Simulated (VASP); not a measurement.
Runs of VASP 6.6.1 on MgB2 (lda). The structure is that of space group P6/mmm (No. 191), or close to it. The cells are those of the table. 

| task | cell | smearing | gap on the mesh (eV) | pressure (GPa) |
| --- | --- | --- | --- | --- |
| relaxation of shape and atoms at fixed volume | relaxed from a = 2.980, b = 2.980, c = 3.373 Å, angles 90.0, 90.0, 120.0°, 3 atoms | gaussian 0.1 eV | none | 10.1 |
| single point | a = 3.057, b = 3.057, c = 3.510 Å, angles 90.0, 90.0, 120.0°, 3 atoms | gaussian 0.1 eV | none | (a) |
| single point | a = 3.034, b = 3.034, c = 3.460 Å, angles 90.0, 90.0, 120.0°, 3 atoms | gaussian 0.1 eV | none | -0.6 |
| single point | a = 2.988, b = 2.988, c = 3.355 Å, angles 90.0, 90.0, 120.0°, 3 atoms | gaussian 0.1 eV | none | 10.1 |
| relaxation of cell and atoms | relaxed from a = 3.034, b = 3.034, c = 3.460 Å, angles 90.0, 90.0, 120.0°, 3 atoms | fermi-dirac 0.15 eV | none | 0.0 |
| single point | a = 2.964, b = 2.964, c = 3.300 Å, angles 90.0, 90.0, 120.0°, 3 atoms | gaussian 0.1 eV | none | 16.7 |
| relaxation of shape and atoms at fixed volume | relaxed from a = 3.004, b = 3.004, c = 3.425 Å, angles 90.0, 90.0, 120.0°, 3 atoms | gaussian 0.1 eV | none | 4.4 |
| single point | a = 3.036, b = 3.036, c = 3.455 Å, angles 90.0, 90.0, 120.0°, 3 atoms | fermi-dirac 0.15 eV | none | -0.6 |

Alike in all rows: level LDA; potentials or basis VASP PAW LDA potentials, release 64 (Mg, B); no spin polarisation; k mesh 15 × 15 × 12; cutoff (eV) 600.

Question: Estimate the missing entries.

Answer: (a) -4.9.

A gap of «none» marks levels without a gap at the run's occupations.
